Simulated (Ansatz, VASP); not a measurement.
**Two plane-wave programs on Mg3Sn3N**

```xyz
7
Lattice="3.2063 0.0000 0.0000 0.0000 3.2063 0.0000 0.0000 0.0000 14.4120" Properties=species:S:1:pos:R:3 pbc="T T T"
Mg    1.6032    1.6032    2.0861
Mg    1.6032    1.6032   12.3259
Mg    0.0000    0.0000    0.0000
Sn    0.0000    0.0000   10.1156
Sn    0.0000    0.0000    4.2964
Sn    1.6032    1.6032    7.2060
N     1.6032    1.6032    0.0000
```

Alike in both runs: functional PBE; k mesh 10 × 10 × 4; occupations gaussian, width 0.1 eV; no spin polarisation.

Ansatz relaxed the structure, and its values are those at the end. VASP's run is a single point on that final structure, the one shown.

|  | VASP | Ansatz |
| --- | --- | --- |
| version | VASP 6.6.1 | Ansatz 0.2.0 |
| potentials or method | VASP PAW PBE potentials, release 64 (Mg, Sn_d, N), cutoff 520 eV | scalar-relativistic, plane waves, PAW |
| valence electrons in the cell | 53 | 77 |

|  | VASP | Ansatz | Ansatz less VASP |
| --- | --- | --- | --- |
| gap on the k mesh at the Fermi level (eV) | none | none | - |
| pressure (GPa) | -0.1 | 0.0 | +0.15 |

A gap of «none» marks a metal or a gap that the smearing closes. VASP's potentials hold 53 valence electrons a cell and Ansatz's 77, so a difference there can come from the potentials and not from the codes.
